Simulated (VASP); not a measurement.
# SnSe (Pm-3m) in VASP: notebook

Aim: see how the results for SnSe move with the level of theory and the settings. Levels: PBE, r2SCAN. Tasks: relaxation of cell and atoms.

Program: VASP 6.6.1. These are calculated values, not measurements. Logs are shortened: lines on timing, memory, paths and dates and some standing lists are left out, and cuts for length are marked.

### Step 1. The cell of the first run

It takes space group Pm-3m (No. 221, cubic). Conventional cell: a = 3.310 Å, b = 3.310 Å, c = 3.310 Å, α = 90.00°, β = 90.00°, γ = 90.00°. Within 3.8 Å of Sn (site symmetry m-3m) lie 8 Se at 2.87 Å and 6 Sn at 3.31 Å. Se (site symmetry m-3m) has 8 Sn at 2.87 Å and 6 Se at 3.31 Å within 3.8 Å.

### Step 2. Relaxation of cell and atoms, PBE

Contents of INCAR:

```
SYSTEM = SnSe
PREC     = Accurate       ! precision mode
ENCUT    = 600            ! plane-wave cutoff, eV
EDIFF    = 1E-6           ! SCF threshold, eV
ISMEAR   = -1             ! smearing method
SIGMA    = 0.02           ! smearing width, eV
LREAL    = .False.        ! projectors in reciprocal space
LASPH    = .True.         ! aspherical terms in the spheres
NELM     = 60             ! most SCF steps
ALGO     = Normal         ! electronic algorithm
ISIF     = 3              ! what is computed and relaxed
LWAVE    = .False.        ! write WAVECAR
LCHARG   = .False.        ! write CHGCAR
GGA      = PE             ! functional
IBRION   = 2              ! ionic algorithm
NSW      = 80             ! ionic steps
EDIFFG   = -0.005         ! ionic threshold
```

Contents of KPOINTS:

```
regular mesh
0
Gamma
  8 8 8
  0 0 0
```

Contents of POSCAR:

```
SnSe
1.0
    3.3101765693      0.0000000000      0.0000000000
    0.0000000000      3.3101765693      0.0000000000
    0.0000000000      0.0000000000      3.3101765693
Sn Se
1 1
Direct
    0.0000000000      0.0000000000      0.0000000000
    0.5000000000      0.5000000000      0.5000000000
```

Potentials or basis: VASP PAW PBE potentials, release 64 (Sn_d, Se).

Command:

```console
cat potpaw_PBE.64/Sn_d/POTCAR potpaw_PBE.64/Se/POTCAR > POTCAR
mpirun -np 1 vasp_std > vasp.out
```

OUTCAR:

```text
SYSTEM = SnSe
   PREC = Accurate
   ENCUT = 600
   EDIFF = 1E-6
   ISMEAR = -1
   LREAL = .False.
   LASPH = .True.
   NELM = 60
   ISIF = 3
   GGA = PE
   IBRION = 2
   NSW = 80
   EDIFFG = -0.005

 ion  position               nearest neighbor table
   1  0.000  0.000  0.000-   2 2.87   2 2.87   2 2.87   2 2.87   2 2.87   2 2.87   2 2.87   2 2.87

   2  0.500  0.500  0.500-   1 2.87   1 2.87   1 2.87   1 2.87   1 2.87   1 2.87   1 2.87   1 2.87

  LATTYP: Found a simple cubic cell.
 ALAT       =     3.3101765693

  Lattice vectors:

 A1 = (   3.3101765693,   0.0000000000,   0.0000000000)
 A2 = (   0.0000000000,   3.3101765693,   0.0000000000)
 A3 = (   0.0000000000,   0.0000000000,   3.3101765693)

Analysis of symmetry for initial positions (statically):
=====================================================================
 Subroutine PRICEL returns:
 Original cell was already a primitive cell.

 Routine SETGRP: Setting up the symmetry group for a
 simple cubic supercell.

 Subroutine GETGRP returns: Found 48 space group operations
 (whereof 48 operations were pure point group operations)
 out of a pool of 48 trial point group operations.

The static configuration has the point symmetry O_h .

Analysis of symmetry for dynamics (positions and initial velocities):
=====================================================================
 Subroutine PRICEL returns:
 Original cell was already a primitive cell.

 Routine SETGRP: Setting up the symmetry group for a
 simple cubic supercell.

 Subroutine GETGRP returns: Found 48 space group operations
 (whereof 48 operations were pure point group operations)
 out of a pool of 48 trial point group operations.

The dynamic configuration has the point symmetry O_h .

 Subroutine INISYM returns: Found 48 space group operations
 (whereof 48 operations are pure point group operations),
 and found     1 'primitive' translations

----------------------------------------------------------------------------------------

                                     Primitive cell

  volume of cell :      36.2705

  direct lattice vectors                    reciprocal lattice vectors
     3.310176569  0.000000000  0.000000000     0.302098688  0.000000000  0.000000000
     0.000000000  3.310176569  0.000000000     0.000000000  0.302098688  0.000000000
     0.000000000  0.000000000  3.310176569     0.000000000  0.000000000  0.302098688

  length of vectors
     3.310176569  3.310176569  3.310176569     0.302098688  0.302098688  0.302098688

  position of ions in fractional coordinates (direct lattice)
     0.000000000  0.000000000  0.000000000
     0.500000000  0.500000000  0.500000000

  ion indices of the primitive-cell ions
   primitive index   ion index
                 1           1
                 2           2

----------------------------------------------------------------------------------------

 KPOINTS: regular mesh

Automatic generation of k-mesh.
 Grid dimensions read from file:
 generate k-points for:    8    8    8

 Generating k-lattice:

  Cartesian coordinates                     Fractional coordinates (reciprocal lattice)
     0.037762336  0.000000000  0.000000000     0.125000000  0.000000000  0.000000000
     0.000000000  0.037762336  0.000000000     0.000000000  0.125000000  0.000000000
     0.000000000  0.000000000  0.037762336     0.000000000  0.000000000  0.125000000

  Length of vectors
     0.037762336  0.037762336  0.037762336

  Shift w.r.t. Gamma in fractional coordinates (k-lattice)
     0.000000000  0.000000000  0.000000000

 Subroutine IBZKPT returns following result:
 ===========================================

 Found     35 irreducible k-points:

 Following reciprocal coordinates:
            Coordinates               Weight
  0.000000  0.000000  0.000000      1.000000
  0.125000  0.000000  0.000000      6.000000
  0.250000  0.000000  0.000000      6.000000
  0.375000  0.000000  0.000000      6.000000
  0.500000  0.000000  0.000000      3.000000
  0.125000  0.125000  0.000000     12.000000
[... 16 lines left out ...]
  0.375000  0.375000  0.125000     24.000000
  0.500000  0.375000  0.125000     24.000000
 [... further k-points ...]
   k-points           NKPTS =     35   k-points in BZ     NKDIM =     35   number of bands    NBANDS=     14
   number of dos      NEDOS =    301   number of ions     NIONS =      2
   total plane-waves  NPLWV =  21952
   dimension x,y,z NGX =    28 NGY =   28 NGZ =   28
   dimension x,y,z NGXF=    56 NGYF=   56 NGZF=   56
   ions per type =               1   1
   NGX,Y,Z   is equivalent  to a cutoff of  14.06, 14.06, 14.06 a.u.
   NGXF,Y,Z  is equivalent  to a cutoff of  28.12, 28.12, 28.12 a.u.
 SYSTEM =  SnSe
   PREC   = accura    normal or accurate (medium, high low for compatibility)
   ISTART =      0    job   : 0-new  1-cont  2-samecut
   ICHARG =      2    charge: 1-file 2-atom 10-const
   ISPIN  =      1    spin polarized calculation?
   LNONCOLLINEAR =      F non collinear calculations
   LSORBIT =      F    spin-orbit coupling
   LASPH  =      T    aspherical Exc in radial PAW
   ENCUT  =  600.0 eV  44.10 Ry    6.64 a.u.   6.61  6.61  6.61*2*pi/ulx,y,z
   NELM   =     60;   NELMIN=  2; NELMDL= -5     # of ELM steps
   EDIFF  = 0.1E-05   stopping-criterion for ELM
   LREAL  =      F    real-space projection
   EDIFFG = -.5E-02   stopping-criterion for IOM
   NSW    =     80    number of steps for IOM
   IBRION =      2    ionic relax: 0-MD 1-quasi-New 2-CG
   NFREE  =      1    steps in history (QN), initial steepest desc. (CG)
   ISIF   =      3    stress and relaxation
   ISYM   =      2    0-nonsym 1-usesym 2-fastsym
   POTIM  = 0.5000    time-step for ionic-motion
   TEBEG  =    0.0;   TEEND  =   0.0 temperature during run
   PSTRESS=    0.0 pullay stress
   NELECT =      20.0000    total number of electrons
   NUPDOWN=      -1.0000    fix difference up-down
   EMIN   =  10.00;   EMAX   =-10.00  energy-range for DOS
   EFERMI =   0.00;   METHOD = LEGACY
   ISMEAR =    -1;   SIGMA  =   0.02  broadening in eV -4-tet -1-fermi 0-gaus
   EFERMI_NEDOS =   21; number of points for ismear=-14 and -15
   IALGO  =     38    algorithm
   IMIX   =      4    mixing-type and parameters
     AMIX     =   0.40;   BMIX     =  1.00
     AMIX_MAG =   1.60;   BMIX_MAG =  1.00
  volume/ion in A,a.u.               =      18.14       122.38
  Fermi-wavevector in a.u.,A,eV,Ry     =   1.342457  2.536876 24.520289  1.802190
  Thomas-Fermi vector in A             =   2.470609
   LORBIT       =      0    0 simple, 1 ext, 2 COOP (PROOUT), +10 PAW based schemes
   GGA     = PE    functional components
   LHFCALC =     F    Hartree Fock is set to
   AEXX    =    0.0000 exact exchange contribution
   IVDW    =     0    specifies the selected vdW correction
   LEPSILON=     F    determine dielectric tensor
   LRPA    =     F    only Hartree local field effects (RPA)
 conjugate gradient relaxation of ions
 non-spin polarized calculation
  energy-cutoff  :      600.00
  volume of cell :       36.27
 maximum number of plane-waves:      1231
 NGX is ok and might be reduce to    28
   NGX = 13   NGY = 13   NGZ = 13

--------------------------------------- Ionic step        1  -------------------------------------------

 number of electron      20.0000005 magnetization

 Free energy of the ion-electron system (eV)
  ---------------------------------------------------
  ext. energy  EPLUGINS =         0.00000000
  ---------------------------------------------------
  free energy    TOTEN  =        -6.69951847 eV

  energy without entropy =       -6.69755269  energy(sigma->0) =       -6.69853558

 E-fermi :  10.8042     XC(G=0): -11.7382

 val. band max:       10.7899893663   @ k =   0.2500   0.2500   0.0000
 cond. band min:      10.8345451117   @ k =   0.2500   0.2500   0.1250
 fundamental gap:      0.0445557454
 Fermi energy:        10.8042446106

 k-point     1 :       0.0000    0.0000    0.0000
  band No.  band energies     occupation
      1     -11.3080      2.00000
      2     -11.3080      2.00000
      3     -11.1074      2.00000
      4     -11.1074      2.00000
      5     -11.1074      2.00000
      6      -5.9240      2.00000
      7       5.8037      2.00000
      8       7.5915      2.00000
      9       7.5915      2.00000
     10       7.5915      2.00000
     11      14.0995      0.00000
     12      14.0995      0.00000
[... 911 lines left out ...]
  FREE ENERGIE OF THE ION-ELECTRON SYSTEM (eV)
  ---------------------------------------------------
  free  energy   TOTEN  =        -7.7082294532 eV

  energy  without entropy=       -7.7068764751  energy(sigma->0) =       -7.70755296

[... ionic steps 4 to 18 ...]

--------------------------------------- Ionic step       19  -------------------------------------------

 number of electron      19.9999995 magnetization

------------------------ aborting loop because EDIFF is reached ----------------------------------------

  FORCE on cell =-STRESS in cart. coord.  units (eV):
  Direction    XX          YY          ZZ          XY          YZ          ZX
  --------------------------------------------------------------------------------------
  -------------------------------------------------------------------------------------
  Total        0.0356642      0.0356642      0.0356642      0.0000000     -0.0000000     -0.0000000
  in kB        1.1431886      1.1431886      1.1431886      0.0000000     -0.0000000     -0.0000000
  external PRESSURE =       1.1431886 kB  Pullay stress =       0.0000000 kB
[... 57 lines left out ...]
  energy  without entropy=       -7.7077707351  energy(sigma->0) =       -7.70845728

--------------------------------------- Ionic step       21  -------------------------------------------

 number of electron      19.9999996 magnetization

 Free energy of the ion-electron system (eV)
  ---------------------------------------------------
  ext. energy  EPLUGINS =         0.00000000
  ---------------------------------------------------
  free energy    TOTEN  =        -7.70916003 eV

  energy without entropy =       -7.70778291  energy(sigma->0) =       -7.70847147

 E-fermi :   6.0822     XC(G=0): -10.1499

 val. band max:        6.0700583085   @ k =   0.3750   0.1250   0.0000
 cond. band min:       6.2734139882   @ k =   0.3750   0.3750   0.3750
 fundamental gap:      0.2033556798
 Fermi energy:         6.0821783659

 k-point     1 :       0.0000    0.0000    0.0000
  band No.  band energies     occupation
      1     -15.4624      2.00000
      2     -15.4624      2.00000
      3     -15.3893      2.00000
      4     -15.3893      2.00000
      5     -15.3893      2.00000
      6      -7.4767      2.00000
      7       0.3813      2.00000
      8       4.3113      2.00000
      9       4.3113      2.00000
     10       4.3113      2.00000
     11      10.5621      0.00000
     12      10.5621      0.00000
[... 422 lines left out ...]
  FREE ENERGIE OF THE ION-ELECTRON SYSTEM (eV)
  ---------------------------------------------------
  free  energy   TOTEN  =        -7.7091600256 eV

  energy  without entropy=       -7.7077829084  energy(sigma->0) =       -7.70847147

 reached required accuracy - stopping structural energy minimisation
```

Wall time 77 s (1 thread of Intel Xeon 6975P-C (Granite Rapids), shared host); peak memory 0.17 GiB.

Results:

```yaml
Free_energy: -7.7092 eV
Relaxed_volume: 25.04 Å³/atom
Relaxed_cell: a = 3.686 Å, b = 3.686 Å, c = 3.686 Å, α = 90.00°, β = 90.00°, γ = 90.00°
Space_group_after_relaxing_to_0.05_Å: Pm-3m (No. 221)
Energy_gained_by_relaxing: 504.8 meV/atom
Ionic_steps: 21
Pressure_after_relaxing: 0.0 GPa
Band_gap_on_the_k_mesh: zero (band 10 reaches 6.37 eV, above the bottom of band 11 at 5.10 eV)
```

Step by step:
```tsv
step	energy change (eV)	largest force (eV/Å)	pressure (GPa)	volume (Å³)
1	0.0000	0.0000	31.78	36.27
2	-0.8345	0.0000	-5.74	58.62
3	-1.0087	0.0000	0.59	49.57
4	-1.0095	0.0000	-0.18	50.26
5	-1.0096	0.0000	0.13	49.95
6	-1.0096	0.0000	0.15	49.95
7	-1.0096	0.0000	0.17	49.95
8	-1.0096	0.0000	0.15	49.95
9	-1.0096	0.0000	0.15	49.95
10	-1.0096	0.0000	0.15	49.95
11	-1.0096	0.0000	0.15	49.95
12	-1.0096	0.0000	0.15	49.95
13	-1.0096	0.0000	0.15	49.95
14	-1.0096	0.0000	0.15	49.95
15	-1.0096	0.0000	0.16	49.95
16	-1.0096	0.0000	0.16	49.96
17	-1.0096	0.0000	0.18	49.96
18	-1.0096	0.0000	0.11	49.97
19	-1.0096	0.0000	0.11	49.98
20	-1.0096	0.0000	0.07	50.02
21	-1.0096	0.0000	-0.01	50.08
```

Final structure:
```
CELL_PARAMETERS angstrom
3.68597 0.00000 0.00000
0.00000 3.68597 0.00000
0.00000 0.00000 3.68597
ATOMIC_POSITIONS crystal
Sn 0.00000 0.00000 0.00000
Se 0.50000 0.50000 0.50000
```

Levels at points of the mesh, in eV from the Fermi level:
| k point | band 8 | band 9 | band 10 | band 11 | band 12 | band 13 |
| --- | --- | --- | --- | --- | --- | --- |
| (0.00, 0.00, 0.00) | -1.77 | -1.77 | -1.77 | 4.48 | 4.48 | 6.06 |
| (0.50, 0.00, 0.00) | -0.51 | -0.51 | -0.04 | 0.45 | 3.15 | 3.15 |
| (0.50, 0.50, 0.00) | -4.86 | -4.86 | -0.10 | 4.13 | 4.13 | 4.76 |
| (0.50, 0.50, 0.50) | -2.88 | -2.88 | -2.88 | -0.99 | -0.99 | -0.99 |

Caveat: the volume moved by over 15 % at a fixed basis, so the end points are rough; spin-orbit coupling is left out, which moves the levels of the heavy elements.

### Step 3. Relaxation of cell and atoms, r2SCAN

This run uses another cell than the first one, of 25.03 Å³/atom, 1.380 times its volume.

Contents of POSCAR:

```
SnSe
1.0
    3.6857380259      0.0000000000      0.0000000000
    0.0000000000      3.6857380259      0.0000000000
    0.0000000000      0.0000000000      3.6857380259
Sn Se
1 1
Direct
    0.0000000000      0.0000000000      0.0000000000
    0.5000000000      0.5000000000      0.5000000000
```

Contents of INCAR.step1:

```
  ALGO = Normal
  EDIFF = 1E-4
  ENCUT = 600
  GGA = PE
  ISMEAR = -1
  LASPH = T
  LCHARG = F
  LREAL = F
  LWAVE = T
  NELM = 100
  PREC = Accurate
  SIGMA = 0.02
```

Contents of INCAR.step2:

```
  ALGO = Normal
  EDIFF = 1E-6
  EDIFFG = -0.005
  ENCUT = 600
  IBRION = 2
  ISIF = 3
  ISMEAR = -1
  ISTART = 1
  LASPH = T
  LCHARG = F
  LMIXTAU = T
  LREAL = F
  LWAVE = F
  METAGGA = R2SCAN
  NELM = 100
  NSW = 80
  PREC = Accurate
  SIGMA = 0.02
```

Contents of KPOINTS:

```
k-points
0
Gamma
  6 6 6
```

Potentials or basis: VASP PAW PBE potentials, release 64 (Sn_d, Se).

Command:

```console
cat potpaw_PBE.64/Sn_d/POTCAR potpaw_PBE.64/Se/POTCAR > POTCAR
cp INCAR.step1 INCAR
mpirun -np 1 vasp_std > vasp.out
cp INCAR.step2 INCAR
mpirun -np 1 vasp_std > vasp.out
```

Wall time 85 s (1 thread of Intel Xeon 6975P-C (Granite Rapids), shared host); peak memory 0.18 GiB.

The run converged. Its results:

| Item | Value |
| --- | --- |
| Free energy | -39.2790 eV |
| Relaxed volume | 24.63 Å³/atom |
| Relaxed cell | a = 3.666 Å, b = 3.666 Å, c = 3.666 Å, α = 90.00°, β = 90.00°, γ = 90.00° |
| Space group after relaxing (to 0.05 Å) | Pm-3m (No. 221) |
| Energy gained by relaxing | 1.2 meV/atom |
| Ionic steps | 3 |
| Pressure after relaxing | 0.0 GPa |
| Band gap on the k mesh | zero (band 10 reaches 6.55 eV, above the bottom of band 11 at 5.22 eV) |

Step by step:
```csv
step,energy change (eV),largest force (eV/Å),pressure (GPa),volume (Å³)
1,0.0000,0.0000,-0.95,50.07
2,-0.0022,0.0000,0.32,49.00
3,-0.0025,0.0000,0.01,49.25
```

Final structure:
```
Sn Se
1.0
     3.66560    0.00000    0.00000
     0.00000    3.66560    0.00000
     0.00000    0.00000    3.66560
Sn Se
1 1
Direct
  0.00000 0.00000 0.00000
  0.50000 0.50000 0.50000
```

Levels at points of the mesh, in eV from the Fermi level:
| k point | band 6 | band 7 | band 8 | band 9 | band 10 | band 11 | band 12 | band 13 | band 14 |
| --- | --- | --- | --- | --- | --- | --- | --- | --- | --- |
| (0.00, 0.00, 0.00) | -14.24 | -5.67 | -1.98 | -1.98 | -1.98 | 4.98 | 4.98 | 6.51 | 6.51 |
| (0.50, 0.00, 0.00) | -13.18 | -8.60 | -0.64 | -0.64 | 0.26 | 0.60 | 3.33 | 3.33 | 7.05 |
| (0.50, 0.50, 0.00) | -12.44 | -6.16 | -5.14 | -5.14 | -0.21 | 4.51 | 4.51 | 5.05 | 7.21 |
| (0.50, 0.50, 0.50) | -12.02 | -4.52 | -3.09 | -3.09 | -3.09 | -0.93 | -0.93 | -0.93 | 15.14 |

Caveat: the PAW data sets were made with another functional, which shifts forces and pressure a little; spin-orbit coupling is left out, which moves the levels of the heavy elements.
